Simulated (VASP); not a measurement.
Set up this calculation in VASP 6.6.1, as the native input.

| Quantity | Value |
| --- | --- |
| Task | single point |
| Functional | PBE |
| Potentials or basis | VASP PAW PBE potentials, release 64 (Al, Sc_sv, N) |
| Cutoff | 520 eV |
| k mesh | 4 × 4 × 5 |
| Occupations | gaussian, width 0.01 eV |
| Spin | no spin polarisation |
| Dipole correction | no |
| Further INCAR settings | LREAL = Auto; ALGO = Normal; EDIFF = 1e-06; NBANDS = 54 |

The structure of ScAl3N4 lies in POSCAR:

```
ScAl3N4
1.0
    6.4800956655      0.0157270180      0.0000000000
   -3.2264278356      5.6197909742      0.0000000000
    0.0000000000      0.0000000000      5.0274601464
Al Sc N
6 2 8
Direct
    0.1642803860      0.8290797166     -0.0010445272
    0.3357196140      0.6709202834      0.4989554728
    0.6709202834      0.3357196140     -0.0010445272
    0.8290797166      0.1642803860      0.4989554728
    0.6651369481      0.8348630519     -0.0046971316
    0.8348630519      0.6651369481      0.4953028684
    0.1612420597      0.3387579403     -0.0100851820
    0.3387579403      0.1612420597      0.4899148180
    0.1587648493      0.3412351507      0.4136492286
    0.3412351507      0.1587648493      0.9136492286
    0.1545602511      0.8092723325      0.3758304633
    0.3454397489      0.6907276675      0.8758304633
    0.6907276675      0.3454397489      0.3758304633
    0.8092723325      0.1545602511      0.8758304633
    0.6675560967      0.8324439033      0.3795612128
    0.8324439033      0.6675560967      0.8795612128
```

The input as run:

INCAR

```
  PREC = Accurate
  ENCUT = 520
  EDIFF = 1E-6
  ISMEAR = 0
  SIGMA = 0.01
  LREAL = Auto
  LASPH = T
  NELM = 80
  ALGO = Normal
  ISIF = 2
  LWAVE = F
  LCHARG = F
  GGA = PE
  NBANDS = 54
```

KPOINTS

```
Automatic mesh
0
Gamma
  4 4 5
```

Potentials or basis: VASP PAW PBE potentials, release 64 (Al, Sc_sv, N).

Launch:

```bash
$ cat potpaw_PBE.64/Al/POTCAR potpaw_PBE.64/Sc_sv/POTCAR potpaw_PBE.64/N/POTCAR > POTCAR
$ mpirun -np 1 vasp_std > vasp.out
```

Results of the run:

```yaml
Pressure: 0.9 GPa
Largest_force: 0.071 eV/Å
Band_gap_on_the_k_mesh: 3.66 eV (least direct gap 3.72 eV)
```

It took 12 min on 1 thread of Intel Xeon 8259CL, with other jobs on the host, peak memory 0.37 GiB.
